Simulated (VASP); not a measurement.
Runs of VASP 6.6.1 on TiO2. The structure is that of space group I4_1/amd (No. 141), or close to it. The cells are those of the table. 

```tsv
cell	gap on the mesh (eV)	pressure (GPa)	largest force (eV/Å)
a = 5.486 Å, angles 139.7, 139.7, 58.3°, 6 atoms	(a)	1.2	0.03
a = 5.440 Å, angles 139.5, 139.5, 58.7°, 6 atoms	(b)	4.3	0.03
a = 5.362 Å, angles 139.0, 139.0, 59.4°, 6 atoms	2.54	9.4	0.04
a = 5.256 Å, angles 138.3, 138.3, 60.4°, 6 atoms	2.46	16.5	0.05
```

Alike in all rows: task single point; level r2SCAN; potentials or basis VASP PAW PBE potentials, release 64 (Ti_sv, O); no spin polarisation; k mesh 8 × 8 × 8; cutoff (eV) 520; smearing gaussian 0.02 eV.

**Question.** Fill in the values left out.

**Answer.** (a) 2.59; (b) 2.58.

Caveats: the PAW data sets were made with another functional, which shifts forces and pressure a little.

A k mesh can miss the band edges.
